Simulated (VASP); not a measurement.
Ni: single point with PBEsol

Ni:

```
Ni
1.0
    -1.38588    1.38588    1.30428
     1.38588   -1.38588    1.30428
     1.38588    1.38588   -1.30428
Ni
1
Cartesian
  0.0000 0.0000 0.0000
```

```yaml
Program: VASP 6.6.1
Task: single point
Functional: PBEsol
Potentials_or_basis: VASP PAW PBE potentials, release 64 (Ni_sv_GW)
Cutoff: 590 eV
k_mesh: 10 × 10 × 10
Occupations: gaussian, width 0.1 eV
Spin: collinear spin, ferromagnetic start
Starting_moments: "[2.0] μB"
Dipole_correction: no
Second_run: valence_matched
Further_INCAR_settings: ALGO = Normal; EDIFF = 1e-06; NBANDS = 19
```

```json
{"Pressure": "5.9 GPa", "Net moment": "0.39 μB per cell", "Site moments": "Ni +0.41 μB", "Valence electrons inside the program's atomic spheres": "Ni 16.45"}
```

Stress tensor (GPa, compression positive):
```
7.30 0.00 0.00
0.00 7.30 0.00
0.00 0.00 3.20
```

Levels at points of the mesh, in eV from the Fermi level:
Spin up:
```csv
k point,band 5,band 6,band 7,band 8,band 9,band 10,band 11,band 12,band 13,band 14
"(0.00, 0.00, 0.00)",-9.60,-2.65,-2.28,-2.28,-1.11,-0.61,26.41,26.41,28.11,31.83
"(0.50, 0.00, 0.00)",-5.08,-3.62,-0.85,-0.54,0.17,0.25,7.40,19.19,20.51,24.25
"(0.50, 0.50, 0.00)",-5.12,-3.18,-1.22,-0.70,-0.29,0.13,6.66,20.72,22.58,25.79
"(0.50, 0.50, 0.50)",-4.67,-4.65,-0.11,-0.11,-0.04,9.35,9.35,11.95,15.78,16.78
```
Spin down:
```
           k point  band 5  band 6  band 7  band 8  band 9  band 10  band 11  band 12  band 13  band 14
(0.00, 0.00, 0.00)   -9.60   -2.16   -1.83   -1.83   -0.70    -0.31    26.36    26.36    28.05    31.84
(0.50, 0.00, 0.00)   -4.84   -3.20   -0.51   -0.11    0.24     0.72     7.64    19.17    20.57    24.38
(0.50, 0.50, 0.00)   -4.85   -2.76   -0.77   -0.40   -0.31     0.65     6.95    20.67    22.66    25.89
(0.50, 0.50, 0.50)   -4.49   -4.37    0.40    0.40    0.54     9.37     9.37    11.98    15.86    16.92
```

Run time: 27 s on 1 thread of Intel(R) Xeon(R) 6975P-C (Granite Rapids), with other jobs on the host, peak memory 0.17 GiB.

Caveat: the PAW data sets were made with another functional, which shifts forces and pressure a little.
